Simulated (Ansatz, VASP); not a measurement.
Two plane-wave programs on LuBI

```
Lu I B
1.0
     3.85419    0.00000    0.00000
     0.00000    3.85419    0.00000
     0.00000    0.00000    9.17874
Lu I B
2 2 2
Direct
  0.75000 0.75000 0.38386
  0.25000 0.25000 0.61614
  0.25000 0.25000 0.17918
  0.75000 0.75000 0.82082
  0.75000 0.25000 0.50000
  0.25000 0.75000 0.50000
```

Alike in both runs: task single point; functional r2SCAN; k mesh 9 × 9 × 4; no spin polarisation.

```csv
,VASP,Ansatz
version,VASP 6.6.1,Ansatz 0.2.0
potentials or method,"VASP PAW PBE potentials, release 64 (Lu, I, B), cutoff 520 eV",PAW plane waves
occupations,"fermi-dirac, width 0.1 eV",fermi-dirac
valence electrons in the cell,70,90
```

|  | VASP | Ansatz | Ansatz less VASP |
| --- | --- | --- | --- |
| pressure (GPa) | 13.2 | 12.6 | -0.61 |
| traceless stress, the component that is largest in VASP (GPa) | 1.65 | 1.86 | +0.205 |
| rms of the force components (eV/Å) | 1.871 | 1.812 | -0.0589 |

VASP's potentials were made for PBE, not for r2SCAN. Atom by atom the forces differ by 0.059 eV/Å (rms over components). VASP's potentials hold 70 valence electrons a cell and Ansatz's 90, so a difference there can come from the potentials and not from the codes.

Spin-orbit coupling is off throughout.
